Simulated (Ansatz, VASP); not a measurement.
# One calculation of AlN, two programs

The input POSCAR:

```
AlN
1.0
    3.1110021516      0.0000000000      0.0000000000
   -1.5555010758      2.6942068945      0.0000000000
    0.0000000000      0.0000000000      4.8535500000
Al N
2 2
Direct
    0.3333333333      0.6666666667      0.0000000000
    0.6666666667      0.3333333333      0.5000000000
    0.3333333333      0.6666666667      0.3850000000
    0.6666666667      0.3333333333      0.8850000000
```

Contents of INCAR.step1:

```
PREC = Accurate ; ENCUT = 520
ISMEAR = 0 ; SIGMA = 0.05
LREAL = F ; LASPH = T
NELM = 100 ; NBANDS = 16
GGA = PE ; ALGO = Normal
EDIFF = 1E-4 ; LWAVE = T
LCHARG = F
```

File INCAR.step2:

```
PREC = Accurate ; ENCUT = 520
EDIFF = 1E-7 ; ISMEAR = 0
SIGMA = 0.05 ; LREAL = F
LASPH = T ; NELM = 100
ALGO = Normal ; ISIF = 2
LWAVE = F ; LCHARG = F
METAGGA = R2SCAN ; LMIXTAU = T
NBANDS = 16 ; ISTART = 1
```

Contents of KPOINTS:

```
regular mesh
0
Gamma
  12 12 6
```

Input for Ansatz:

```yaml
crystal:
  lattice:
    - [3.1110021516, 0.0, 0.0]
    - [-1.5555010758, 2.6942068945, 0.0]
    - [0.0, 0.0, 4.85355]
  atoms:
    - { symbol: Al, position: [0.3333333333, 0.6666666667, 0.0] }
    - { symbol: Al, position: [0.6666666667, 0.3333333333, 0.5] }
    - { symbol: "N", position: [0.3333333333, 0.6666666667, 0.385] }
    - { symbol: "N", position: [0.6666666667, 0.3333333333, 0.885] }
basis:
  ecutwfc: 500
kpoints:
  mp_grid: { grid: [12, 12, 6] }
hamiltonian:
  xc: r2scan
scf:
  occupations: { method: gaussian, width: 0.05 }
output:
  forces: true
  stress: true
  eigenvalues: true
```

Change from the starting cell: strain +0.000 along x and y, -0.025 along z, atoms carried along.

Alike in both runs: task single point; functional r2SCAN; k mesh 12 × 12 × 6; occupations gaussian, width 0.05 eV; no spin polarisation.

```csv
,VASP,Ansatz
version,VASP 6.6.1,Ansatz 0.2.0
potentials or method,"VASP PAW PBE potentials, release 64 (Al, N), cutoff 520 eV","scalar-relativistic, plane waves, PAW"
valence electrons in the cell,16,16
```

|  | VASP | Ansatz | Ansatz less VASP |
| --- | --- | --- | --- |
| gap on the k mesh at the Fermi level (eV) | 5.00 | 4.96 | -0.041 |
| least direct gap on the mesh (eV) | 5.00 | 4.96 | -0.041 |
| pressure (GPa) | 4.3 | 4.7 | +0.38 |
| traceless stress, the component that is largest in VASP (GPa) | 5.94 | 5.85 | -0.090 |
| rms of the force components (eV/Å) | 0.090 | 0.087 | -0.0031 |

VASP's potentials were made for PBE, not for r2SCAN. Atom by atom the forces differ by 0.003 eV/Å (rms over components).
